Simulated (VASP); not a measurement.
# HfMo2 (Fd-3m) in VASP: a series of runs, part 2 of 2

VASP 6.6.1. The steps go on from the part before.

**3. Single point, LDA**

Input file INCAR:

```
SYSTEM = HfMo2
PREC     = Accurate       ! precision mode
ENCUT    = 520            ! plane-wave cutoff, eV
EDIFF    = 1E-7           ! SCF threshold, eV
ISMEAR   = -1             ! smearing method
SIGMA    = 0.1            ! smearing width, eV
LREAL    = .FALSE.        ! projectors in reciprocal space
LASPH    = .TRUE.         ! aspherical terms in the spheres
NELM     = 80             ! most SCF steps
ALGO     = Normal         ! electronic algorithm
ISIF     = 2              ! what is computed and relaxed
LWAVE    = .FALSE.        ! write WAVECAR
LCHARG   = .FALSE.        ! write CHGCAR
GGA      = CA             ! functional
NBANDS   = 47             ! bands
```

Input file KPOINTS:

```
regular mesh
0
G
  6 6 6
  0 0 0
```

Input file POSCAR:

```
HfMo2
1.0
    0.0000000000      3.7775000000      3.7775000000
    3.7775000000      0.0000000000      3.7775000000
    3.7775000000      3.7775000000      0.0000000000
Hf Mo
2 4
Direct
    0.0000000000      0.0000000000      0.0000000000
    0.2500000000      0.2500000000      0.2500000000
    0.6250000000      0.6250000000      0.6250000000
    0.1250000000      0.6250000000      0.6250000000
    0.6250000000      0.6250000000      0.1250000000
    0.6250000000      0.1250000000      0.6250000000
```

Potentials or basis: VASP PAW LDA potentials, release 64 (Hf_pv, Mo_sv).

On the command line:

```bash
$ cat potpaw_LDA.64/Hf_pv/POTCAR potpaw_LDA.64/Mo_sv/POTCAR > POTCAR
$ mpirun -np 1 vasp_std > vasp.out
```

OUTCAR:

```text
SYSTEM = HfMo2
   PREC = Accurate
   ENCUT = 520
   EDIFF = 1E-7
   ISMEAR = -1
   LREAL = .FALSE.
   LASPH = .TRUE.
   NELM = 80
   ISIF = 2
   GGA = CA

 ion  position               nearest neighbor table
   1  0.000  0.000  0.000-   3 3.13   5 3.13   6 3.13   3 3.13   4 3.13   5 3.13   3 3.13   4 3.13
                             6 3.13   4 3.13   5 3.13   6 3.13   2 3.27   2 3.27   2 3.27   2 3.27
   2  0.250  0.250  0.250-   4 3.13   5 3.13   6 3.13   3 3.13   4 3.13   6 3.13   3 3.13   4 3.13
                             5 3.13   3 3.13   5 3.13   6 3.13   1 3.27   1 3.27   1 3.27   1 3.27
   3  0.625  0.625  0.625-   4 2.67   5 2.67   6 2.67   5 2.67   6 2.67   4 2.67   1 3.13   2 3.13
                             1 3.13   2 3.13   1 3.13   2 3.13
   4  0.125  0.625  0.625-   3 2.67   5 2.67   6 2.67   3 2.67   5 2.67   6 2.67   2 3.13   1 3.13
                             1 3.13   2 3.13   2 3.13   1 3.13
   5  0.625  0.625  0.125-   3 2.67   3 2.67   4 2.67   6 2.67   6 2.67   4 2.67   1 3.13   2 3.13
                             1 3.13   2 3.13   1 3.13   2 3.13
   6  0.625  0.125  0.625-   3 2.67   5 2.67   3 2.67   4 2.67   5 2.67   4 2.67   2 3.13   1 3.13
                             2 3.13   2 3.13   1 3.13   1 3.13

  LATTYP: Found a face centered cubic cell.
[... 188 lines left out ...]

 k-point     1 :       0.0000    0.0000    0.0000
  band No.  band energies     occupation
      1     -51.6236      2.00000
      2     -51.3271      2.00000
      3     -51.3271      2.00000
      4     -51.3271      2.00000
      5     -27.0223      2.00000
      6     -26.1878      2.00000
[... 789 lines left out ...]
     46      11.3312      0.00000
     47      11.8403      0.00000

------------------------ aborting loop because EDIFF is reached ----------------------------------------

  FORCE on cell =-STRESS in cart. coord.  units (eV):
  Direction    XX          YY          ZZ          XY          YZ          ZX
  --------------------------------------------------------------------------------------
  -------------------------------------------------------------------------------------
  Total       -5.9905308     -5.9905308     -5.9905308      0.0000000     -0.0000000      0.0000000
  in kB      -89.0292011    -89.0292011    -89.0292011      0.0000000     -0.0000000      0.0000000
  external PRESSURE =     -89.0292011 kB  Pullay stress =       0.0000000 kB

 VOLUME and BASIS-vectors are now :
 -----------------------------------------------------------------------------
  energy-cutoff  :      520.00
  volume of cell :      107.81
      direct lattice vectors                 reciprocal lattice vectors
     0.000000000  3.777500000  3.777500000    -0.132362674  0.132362674  0.132362674
     3.777500000  0.000000000  3.777500000     0.132362674 -0.132362674  0.132362674
     3.777500000  3.777500000  0.000000000     0.132362674  0.132362674 -0.132362674

 POSITION                                       TOTAL-FORCE (eV/Angst)
 -----------------------------------------------------------------------------------
      0.00000      0.00000      0.00000        -0.000000      0.000000     -0.000000
      1.88875      1.88875      1.88875         0.000000     -0.000000      0.000000
      4.72187      4.72187      4.72187        -0.000000     -0.000000      0.000000
      4.72187      2.83312      2.83312        -0.000000     -0.000000     -0.000000
      2.83312      2.83312      4.72187        -0.000000     -0.000000      0.000000
      2.83312      4.72187      2.83312        -0.000000     -0.000000      0.000000
 -----------------------------------------------------------------------------------
    total drift:                                0.000000      0.000000      0.000000

  FREE ENERGIE OF THE ION-ELECTRON SYSTEM (eV)
  ---------------------------------------------------
  free  energy   TOTEN  =       -70.7708144908 eV

  energy  without entropy=      -70.6570460238  energy(sigma->0) =      -70.71393026
```

OSZICAR:

```text
N       E                     dE             d eps       ncg     rms          rms(c)
DAV:   1     0.839444533631E+03    0.83944E+03   -0.45493E+04  1536   0.165E+03
DAV:   2    -0.381561446050E+02   -0.87760E+03   -0.85591E+03  1616   0.518E+02
DAV:   3    -0.736037664849E+02   -0.35448E+02   -0.33619E+02  2000   0.901E+01
DAV:   4    -0.744027264894E+02   -0.79896E+00   -0.79239E+00  1778   0.112E+01
DAV:   5    -0.744211680336E+02   -0.18442E-01   -0.18433E-01  1800   0.158E+00    0.803E+01
DAV:   6    -0.714815803500E+02    0.29396E+01   -0.49400E+00  1581   0.129E+01    0.439E+01
DAV:   7    -0.708640329932E+02    0.61755E+00   -0.35690E+00  1818   0.790E+00    0.127E+01
DAV:   8    -0.708483270226E+02    0.15706E-01   -0.11869E+00  1892   0.324E+00    0.419E+00
DAV:   9    -0.707706554742E+02    0.77672E-01   -0.43758E-01  1866   0.301E+00    0.434E-01
DAV:  10    -0.707708958570E+02   -0.24038E-03   -0.79960E-03  1804   0.403E-01    0.247E-01
DAV:  11    -0.707708636848E+02    0.32172E-04   -0.11422E-03  1842   0.137E-01    0.258E-01
DAV:  12    -0.707708150351E+02    0.48650E-04   -0.18780E-04  2093   0.437E-02    0.207E-02
DAV:  13    -0.707708147997E+02    0.23537E-06   -0.75920E-06  1733   0.121E-02    0.346E-02
DAV:  14    -0.707708144890E+02    0.31069E-06   -0.15511E-06  1706   0.516E-03    0.284E-03
DAV:  15    -0.707708144908E+02   -0.17299E-08   -0.47147E-08  1070   0.107E-03
   1 F= -.70770814E+02 E0= -.70713930E+02  d E =-.113768E+00
```

Run time: 74 s. Hardware: 1 thread of Intel Xeon Platinum 8259CL at 2.50GHz (Skylake/Cascade Lake), shared host; peak memory 0.23 GiB.

Results:

```yaml
Free_energy: -70.7708 eV
Pressure: -8.9 GPa
Band_gap_on_the_k_mesh: zero (bands 38 and 39 overlap by 1.42 eV)
```

Caveat: the cell stands under tension; spin-orbit coupling is left out, which moves the levels of the heavy elements.
